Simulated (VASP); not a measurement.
Runs of VASP 6.6.1 on InAs. The structure is that of space group F-43m (No. 216), or close to it. The cells are those of the table. 

| level | potentials or basis | spin | cell | k mesh | cutoff (eV) | grid for exact exchange (PRECFOCK) | share of exact exchange | screening parameter | gap on the mesh (eV) | pressure (GPa) |
| --- | --- | --- | --- | --- | --- | --- | --- | --- | --- | --- |
| r2SCAN | VASP PAW PBE potentials, release 64 (In_d, As) | off | a = 4.406 Å, angles 60.0°, 2 atoms | 8 × 8 × 8 | 520 | - | - | - | none | (b) |
| r2SCAN | VASP PAW PBE potentials, release 64 (In_d, As) | non-collinear, zero start, SOC | a = 4.233 Å, angles 60.0°, 2 atoms | 8 × 8 × 8 | 520 | - | - | - | - | 4.0 |
| HSE06 | VASP PAW PBE potentials, release 64 (In_d, As) | off | a = 4.233 Å, angles 60.0°, 2 atoms | 6 × 6 × 6 | 520 | Normal | 0.25 | 0.2079 1/Å | (a) | 3.8 |
| r2SCAN | VASP PAW PBE potentials, release 64 (In_d, As_d) | off | a = 4.233 Å, angles 60.0°, 2 atoms | 8 × 8 × 8 | 560 | - | - | - | 0.41 | 4.0 |
| r2SCAN | VASP PAW PBE potentials, release 64 (In_d, As) | off | a = 4.493 Å, angles 60.0°, 2 atoms | 8 × 8 × 8 | 520 | - | - | - | none | -5.1 |

Alike in all rows: task single point; smearing fermi-dirac 0.02 eV.

Estimate the missing entries.

(a) 0.72; (b) -3.0.

Caveats: the PAW data sets were made with another functional, which shifts forces and pressure a little; spin-orbit coupling is left out, which moves the levels of the heavy elements (at least some runs); semilocal functionals underestimate gaps, and a narrow one can read as zero (at least some runs); the cell stands under pressure (at least some runs); the cell stands under tension (at least some runs).

A k mesh can miss the band edges, and rows without SOC leave out spin-orbit coupling on As, In.

A gap of «none» marks levels without a gap at the run's occupations.

The runs don't all hold the same shells in valence.
